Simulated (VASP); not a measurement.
# Gd (P6_3/mmc) in VASP: a series of runs

Gd is run at these levels: RPBE; tasks: single point.

All numbers are computed with VASP 6.6.1; they aren't measurements. Logs are shortened: lines on timing, memory, paths and dates and some standing lists are left out, and cuts for length are marked.

## (1) The cell of the first run

Symmetry: P6_3/mmc, No. 194, hexagonal system. Conventional cell: a = 3.709 Å, b = 3.709 Å, c = 5.944 Å, α = 90.00°, β = 90.00°, γ = 120.00°. Within 4.8 Å of Gd (site symmetry -6m2) lie 12 Gd at 3.66 to 3.71 Å.

## (2) Single point, RPBE, collinear spin, ferromagnetic start

Input file INCAR:

```
PREC     = Accurate       # precision mode
ENCUT    = 520            # plane-wave cutoff, eV
EDIFF    = 1E-6           # SCF threshold, eV
ISMEAR   = -1             # smearing method
SIGMA    = 0.05           # smearing width, eV
LREAL    = False          # projectors in reciprocal space
LASPH    = True           # aspherical terms in the spheres
NELM     = 150            # most SCF steps
ALGO     = Normal         # electronic algorithm
ISIF     = 2              # what is computed and relaxed
LWAVE    = False          # write WAVECAR
LCHARG   = False          # write CHGCAR
ISPIN    = 2              # spin polarisation
MAGMOM   = 7 7            # initial moments
LORBIT   = 11             # projections on sites
LMAXMIX  = 6              # l up to which the mixer works
GGA      = RP             # functional
NBANDS   = 29             # bands
```

Input file KPOINTS:

```
Automatic mesh
0
Gamma
  10 10 6
```

Input file POSCAR:

```
Gd
1.0
    3.7091067259      0.0000000000      0.0000000000
   -1.8545533629      3.2121806500      0.0000000000
    0.0000000000      0.0000000000      5.9438615274
Gd
2
Direct
    0.3333333333      0.6666666667      0.2500000000
    0.6666666667      0.3333333333      0.7500000000
```

Potentials or basis: VASP PAW PBE potentials, release 64 (Gd).

Launch:

```bash
$ cat potpaw_PBE.64/Gd/POTCAR > POTCAR
$ mpirun -np 1 vasp_std > vasp.out
```

OUTCAR:

```text
PREC = Accurate
   ENCUT = 520
   EDIFF = 1E-6
   ISMEAR = -1
   LREAL = False
   LASPH = True
   NELM = 150
   ISIF = 2
   ISPIN = 2
   LORBIT = 11
   GGA = RP

 ion  position               nearest neighbor table
   1  0.333  0.667  0.250-
   2  0.667  0.333  0.750-

  LATTYP: Found a hexagonal cell.
 ALAT       =     3.7091067259
 C/A-ratio  =     1.6025048527

  Lattice vectors:

 A1 = (   3.7091067259,   0.0000000000,   0.0000000000)
 A2 = (  -1.8545533629,   3.2121806500,   0.0000000000)
 A3 = (   0.0000000000,   0.0000000000,   5.9438615274)

Analysis of symmetry for initial positions (statically):
=====================================================================
 Subroutine PRICEL returns:
 Original cell was already a primitive cell.

 Routine SETGRP: Setting up the symmetry group for a
 hexagonal supercell.

 Subroutine GETGRP returns: Found 24 space group operations
 (whereof 12 operations were pure point group operations)
 out of a pool of 24 trial point group operations.

The static configuration has the point symmetry D_3d.
 The point group associated with its full space group is D_6h.

Analysis of symmetry for dynamics (positions and initial velocities):
=====================================================================
 Subroutine PRICEL returns:
 Original cell was already a primitive cell.

 Routine SETGRP: Setting up the symmetry group for a
 hexagonal supercell.

 Subroutine GETGRP returns: Found 24 space group operations
 (whereof 12 operations were pure point group operations)
 out of a pool of 24 trial point group operations.

The dynamic configuration has the point symmetry D_3d.
 The point group associated with its full space group is D_6h.

Analysis of structural, dynamic, and magnetic symmetry:
=====================================================================
 Subroutine PRICEL returns:
 Original cell was already a primitive cell.

 Routine SETGRP: Setting up the symmetry group for a
 hexagonal supercell.

 Subroutine GETGRP returns: Found 24 space group operations
 (whereof 12 operations were pure point group operations)
 out of a pool of 24 trial point group operations.

The overall configuration has the point symmetry D_3d.
 The point group associated with its full space group is D_6h.

 Subroutine INISYM returns: Found 24 space group operations
 (whereof 12 operations are pure point group operations),
 and found     1 'primitive' translations

----------------------------------------------------------------------------------------

                                     Primitive cell

  volume of cell :      70.8171

  direct lattice vectors                    reciprocal lattice vectors
     3.709106726  0.000000000  0.000000000     0.269606693  0.155657497  0.000000000
    -1.854553363  3.212180650  0.000000000     0.000000000  0.311314994  0.000000000
     0.000000000  0.000000000  5.943861527     0.000000000  0.000000000  0.168240797

  length of vectors
     3.709106726  3.709106726  5.943861527     0.311314994  0.311314994  0.168240797

  position of ions in fractional coordinates (direct lattice)
     0.333333333  0.666666667  0.250000000
     0.666666667  0.333333333  0.750000000

  ion indices of the primitive-cell ions
   primitive index   ion index
                 1           1
                 2           2

----------------------------------------------------------------------------------------

 KPOINTS: Automatic mesh

Automatic generation of k-mesh.
 Grid dimensions read from file:
 generate k-points for:   10   10    6

 Generating k-lattice:

  Cartesian coordinates                     Fractional coordinates (reciprocal lattice)
     0.026960669  0.015565750  0.000000000     0.100000000  0.000000000  0.000000000
     0.000000000  0.031131499  0.000000000     0.000000000  0.100000000  0.000000000
     0.000000000  0.000000000  0.028040133     0.000000000  0.000000000  0.166666667

  Length of vectors
     0.031131499  0.031131499  0.028040133

  Shift w.r.t. Gamma in fractional coordinates (k-lattice)
     0.000000000  0.000000000  0.000000000

 Subroutine IBZKPT returns following result:
 ===========================================

 Found     56 irreducible k-points:

 Following reciprocal coordinates:
            Coordinates               Weight
  0.000000  0.000000  0.000000      1.000000
  0.100000  0.000000  0.000000      6.000000
  0.200000  0.000000  0.000000      6.000000
  0.300000  0.000000  0.000000      6.000000
  0.400000  0.000000  0.000000      6.000000
  0.500000  0.000000  0.000000      3.000000
[... 16 lines left out ...]
  0.300000  0.100000  0.166667     24.000000
  0.400000  0.100000  0.166667     24.000000
 [... further k-points ...]
   k-points           NKPTS =     56   k-points in BZ     NKDIM =     56   number of bands    NBANDS=     29
   number of dos      NEDOS =    301   number of ions     NIONS =      2
   total plane-waves  NPLWV =  37632
   dimension x,y,z NGX =    28 NGY =   28 NGZ =   48
   dimension x,y,z NGXF=    56 NGYF=   56 NGZF=   96
   ions per type =               2
   NGX,Y,Z   is equivalent  to a cutoff of  12.55, 12.55, 13.43 a.u.
   NGXF,Y,Z  is equivalent  to a cutoff of  25.10, 25.10, 26.85 a.u.
 SYSTEM =  unknown system
   PREC   = accura    normal or accurate (medium, high low for compatibility)
   ISTART =      0    job   : 0-new  1-cont  2-samecut
   ICHARG =      2    charge: 1-file 2-atom 10-const
   ISPIN  =      2    spin polarized calculation?
   LNONCOLLINEAR =      F non collinear calculations
   LSORBIT =      F    spin-orbit coupling
   LASPH  =      T    aspherical Exc in radial PAW
   ENCUT  =  520.0 eV  38.22 Ry    6.18 a.u.   6.90  6.90 11.05*2*pi/ulx,y,z
   NELM   =    150;   NELMIN=  2; NELMDL= -5     # of ELM steps
   EDIFF  = 0.1E-05   stopping-criterion for ELM
   LREAL  =      F    real-space projection
   EDIFFG = 0.1E-04   stopping-criterion for IOM
   NSW    =      0    number of steps for IOM
   IBRION =     -1    ionic relax: 0-MD 1-quasi-New 2-CG
   NFREE  =      0    steps in history (QN), initial steepest desc. (CG)
   ISIF   =      2    stress and relaxation
   ISYM   =      2    0-nonsym 1-usesym 2-fastsym
   POTIM  = 0.5000    time-step for ionic-motion
   TEBEG  =    0.0;   TEEND  =   0.0 temperature during run
   PSTRESS=    0.0 pullay stress
   NELECT =      36.0000    total number of electrons
   NUPDOWN=      -1.0000    fix difference up-down
   EMIN   =  10.00;   EMAX   =-10.00  energy-range for DOS
   EFERMI =   0.00;   METHOD = LEGACY
   ISMEAR =    -1;   SIGMA  =   0.05  broadening in eV -4-tet -1-fermi 0-gaus
   EFERMI_NEDOS =   21; number of points for ismear=-14 and -15
   IALGO  =     38    algorithm
   IMIX   =      4    mixing-type and parameters
     AMIX     =   0.40;   BMIX     =  1.00
     AMIX_MAG =   1.60;   BMIX_MAG =  1.00
  volume/ion in A,a.u.               =      35.41       238.95
  Fermi-wavevector in a.u.,A,eV,Ry     =   1.306561  2.469042 23.226526  1.707102
  Thomas-Fermi vector in A             =   2.437355
   LORBIT       =     11    0 simple, 1 ext, 2 COOP (PROOUT), +10 PAW based schemes
   GGA     = RP    functional components
   LHFCALC =     F    Hartree Fock is set to
   AEXX    =    0.0000 exact exchange contribution
   IVDW    =     0    specifies the selected vdW correction
   LEPSILON=     F    determine dielectric tensor
   LRPA    =     F    only Hartree local field effects (RPA)
 spin polarized calculation
  energy-cutoff  :      520.00
  volume of cell :       70.82
 maximum number of plane-waves:      1924
 NGX is ok and might be reduce to    28
   NGX = 13   NGY = 13   NGZ = 23

 number of electron      35.9999989 magnetization      15.4376418

 Free energy of the ion-electron system (eV)
  ---------------------------------------------------
  ext. energy  EPLUGINS =         0.00000000
  ---------------------------------------------------
  free energy    TOTEN  =       -22.95009475 eV

  energy without entropy =      -22.92333557  energy(sigma->0) =      -22.93671516

 E-fermi :   2.7703     XC(G=0):  -9.5585

 val. band max:        2.7607199222   @ k =   0.3000   0.0000   0.1667
 cond. band min:       2.7830781130   @ k =   0.3000   0.2000   0.1667
 fundamental gap:      0.0223581908
 Fermi energy:         2.7702549706

 spin component 1

 k-point     1 :       0.0000    0.0000    0.0000
  band No.  band energies     occupation
      1     -42.7485      1.00000
      2     -42.6994      1.00000
      3     -20.3796      1.00000
      4     -19.8918      1.00000
      5     -19.8918      1.00000
      6     -19.8097      1.00000
[... 21 lines left out ...]
     28       4.1347      0.00000
     29       4.6055      0.00000

 k-point     2 :       0.1000    0.0000    0.0000
  band No.  band energies     occupation
      1     -42.7448      1.00000
      2     -42.6978      1.00000
      3     -20.3622      1.00000
      4     -19.9302      1.00000
      5     -19.9043      1.00000
      6     -19.8498      1.00000
[... 21 lines left out ...]
     28       4.3556      0.00000
     29       4.5032      0.00000

 k-point     3 :       0.2000    0.0000    0.0000
  band No.  band energies     occupation
      1     -42.7348      1.00000
      2     -42.6940      1.00000
      3     -20.3136      1.00000
      4     -20.0306      1.00000
      5     -19.9516      1.00000
      6     -19.9357      1.00000
[... 638 lines left out ...]
      5     -20.1064      1.00000
      6     -19.9972      1.00000
[... 21 lines left out ...]
     28       4.0029      0.00000
     29       4.1175      0.00000

 k-point    24 :       0.4000    0.1000    0.1667
  band No.  band energies     occupation
      1     -42.7033      1.00000
      2     -42.6893      1.00000
      3     -20.2967      1.00000
      4     -20.2134      1.00000
      5     -20.0943      1.00000
      6     -20.0164      1.00000
[... 21 lines left out ...]
     28       3.7937      0.00000
     29       4.3731      0.00000

 [... further k-points ...]

 spin component 2

 k-point     1 :       0.0000    0.0000    0.0000
  band No.  band energies     occupation
      1     -39.4302      1.00000
      2     -39.3681      1.00000
      3     -18.0976      1.00000
      4     -17.4949      1.00000
      5     -17.4949      1.00000
      6     -17.4047      1.00000
[... 21 lines left out ...]
     28       5.3835      0.00000
     29       5.8651      0.00000

 k-point     2 :       0.1000    0.0000    0.0000
  band No.  band energies     occupation
      1     -39.4256      1.00000
      2     -39.3661      1.00000
      3     -18.0764      1.00000
      4     -17.5418      1.00000
      5     -17.5102      1.00000
      6     -17.4472      1.00000
[... 21 lines left out ...]
     28       5.6083      0.00000
     29       5.7893      0.00000

 k-point     3 :       0.2000    0.0000    0.0000
  band No.  band energies     occupation
      1     -39.4130      1.00000
      2     -39.3612      1.00000
      3     -18.0171      1.00000
      4     -17.6648      1.00000
      5     -17.5707      1.00000
      6     -17.5486      1.00000
[... 638 lines left out ...]
      5     -17.7597      1.00000
      6     -17.6237      1.00000
[... 21 lines left out ...]
     28       5.1756      0.00000
     29       5.2296      0.00000

 k-point    24 :       0.4000    0.1000    0.1667
  band No.  band energies     occupation
      1     -39.3730      1.00000
      2     -39.3553      1.00000
      3     -17.9894      1.00000
      4     -17.8846      1.00000
      5     -17.7492      1.00000
      6     -17.6469      1.00000
[... 21 lines left out ...]
     28       5.0266      0.00000
     29       5.4506      0.00000

 [... further k-points ...]
[... 5 lines left out ...]
  --------------------------------------------------------------------------------------
  -------------------------------------------------------------------------------------
  Total       -0.0723793     -0.0723793     -0.0696020     -0.0000000      0.0000000     -0.0000000
  in kB       -1.6375222     -1.6375222     -1.5746880     -0.0000000      0.0000000     -0.0000000
  external PRESSURE =      -1.6165774 kB  Pullay stress =       0.0000000 kB

 VOLUME and BASIS-vectors are now :
 -----------------------------------------------------------------------------
  energy-cutoff  :      520.00
  volume of cell :       70.82
      direct lattice vectors                 reciprocal lattice vectors
     3.709106726  0.000000000  0.000000000     0.269606693  0.155657497  0.000000000
    -1.854553363  3.212180650  0.000000000     0.000000000  0.311314994  0.000000000
     0.000000000  0.000000000  5.943861527     0.000000000  0.000000000  0.168240797

 POSITION                                       TOTAL-FORCE (eV/Angst)
 -----------------------------------------------------------------------------------
     -0.00000      2.14145      1.48597        -0.000000      0.000000      0.000000
      1.85455      1.07073      4.45790         0.000000     -0.000000     -0.000000
 -----------------------------------------------------------------------------------
    total drift:                               -0.000000      0.000000     -0.000000

  FREE ENERGIE OF THE ION-ELECTRON SYSTEM (eV)
  ---------------------------------------------------
  free  energy   TOTEN  =       -22.9500947464 eV

  energy  without entropy=      -22.9233355659  energy(sigma->0) =      -22.93671516

 total charge

# of ion       s       p       d       f       tot
--------------------------------------------------
    1        2.069   5.584   0.537   6.982  15.172
    2        2.069   5.584   0.537   6.982  15.172
--------------------------------------------------
tot          4.138  11.168   1.073  13.965  30.344

 magnetization (x)

# of ion       s       p       d       f       tot
--------------------------------------------------
    1        0.003  -0.058   0.231   6.828   7.003
    2        0.003  -0.058   0.231   6.828   7.003
--------------------------------------------------
tot          0.005  -0.117   0.462  13.656  14.007
```

Wall time 4.7 min (1 thread of Intel Xeon 6975P-C (Granite Rapids), shared host); peak memory 0.35 GiB.

Results:

* Free energy: -22.9501 eV
* Pressure: -0.2 GPa
* Net moment: 15.44 μB per cell
* Site moments: Gd +7.00 μB
* Valence electrons inside the program's atomic spheres: Gd 15.17

Levels at points of the mesh, in eV from the Fermi level:
Spin up:
```tsv
k point	band 24	band 25	band 26	band 27	band 28	band 29
(0.00, 0.00, 0.00)	-2.44	0.68	1.28	1.28	1.36	1.84
(0.50, 0.00, 0.00)	-1.62	-1.21	-0.30	0.92	1.07	1.61
(0.00, 0.00, 0.50)	-3.63	0.38	0.38	1.21	1.21	1.21
(0.50, 0.00, 0.50)	-2.08	-0.50	-0.50	1.20	1.20	2.42
```
Spin down:
```csv
k point,band 6,band 7,band 8,band 9,band 10,band 11,band 12,band 13,band 14,band 15
"(0.00, 0.00, 0.00)",-20.17,-20.17,-20.17,-4.02,-1.25,0.29,0.31,0.35,0.40,0.40
"(0.50, 0.00, 0.00)",-20.41,-20.34,-20.25,-0.94,-0.75,-0.48,0.32,0.37,0.42,0.42
"(0.00, 0.00, 0.50)",-20.22,-20.22,-20.22,-2.58,-2.58,0.23,0.23,0.38,0.38,0.39
"(0.50, 0.00, 0.50)",-20.35,-20.33,-20.33,-1.20,-1.20,0.24,0.24,0.39,0.39,0.43
```

Caveat: the PAW data sets were made with another functional, which shifts forces and pressure a little; spin-orbit coupling is left out, which moves the levels of the heavy elements; semilocal functionals describe open f shells poorly, which spoils levels, moments and volumes.

## (3) Single point, RPBE, collinear spin, ferromagnetic start (31.16 Å³/atom)

This run uses another cell than the first one, of 31.16 Å³/atom.

Input file INCAR:

```
ALGO = Normal ; EDIFF = 1E-6
ENCUT = 520 ; GGA = RP
ISIF = 2 ; ISMEAR = -1
ISPIN = 2 ; LASPH = True
LCHARG = True ; LELF = True
LMAXMIX = 6 ; LORBIT = 11
LREAL = False ; LVHAR = True
LWAVE = False ; MAGMOM = 7.4 7.4
NBANDS = 29 ; NELM = 150
PREC = Accurate ; SIGMA = 0.05
```

Input file KPOINTS:

```
k-points
0
Gamma
  13 13 7
```

Input file POSCAR:

```
Gd
1.0
    3.5543775237      0.0000000000      0.0000000000
   -1.7771887618      3.0781812301      0.0000000000
    0.0000000000      0.0000000000      5.6959072300
Gd
2
Direct
    0.3333333333      0.6666666667      0.2500000000
    0.6666666667      0.3333333333      0.7500000000
```

Potentials or basis: VASP PAW PBE potentials, release 64 (Gd).

Launch:

```bash
$ cat potpaw_PBE.64/Gd/POTCAR > POTCAR
$ mpirun -np 1 vasp_std > vasp.out
```

Run time: 5 min. Hardware: 1 thread of Intel Xeon 6975P-C (Granite Rapids), shared host; peak memory 0.37 GiB.

Results (log left out):

```
Free energy                                           : -22.8304 eV
Pressure                                              : 4.8 GPa
Net moment                                            : 15.35 μB per cell
Site moments                                          : Gd +7.01 μB
Valence electrons inside the program's atomic spheres : Gd 15.23
```

Levels at points of the mesh, in eV from the Fermi level:
Spin up:
| k point | band 22 | band 23 | band 24 | band 25 | band 26 | band 27 | band 28 | band 29 |
| --- | --- | --- | --- | --- | --- | --- | --- | --- |
| (0.00, 0.00, 0.00) | -4.78 | -4.77 | -2.64 | 1.16 | 1.37 | 1.37 | 1.47 | 2.03 |
Spin down:
```
           k point  band 7  band 8  band 9  band 10  band 11  band 12  band 13  band 14
(0.00, 0.00, 0.00)  -19.83  -19.82   -4.17    -1.45     0.42     0.46     0.52     0.59
```

Caveat: the cell stands under pressure; the PAW data sets were made with another functional, which shifts forces and pressure a little; spin-orbit coupling is left out, which moves the levels of the heavy elements; semilocal functionals describe open f shells poorly, which spoils levels, moments and volumes.
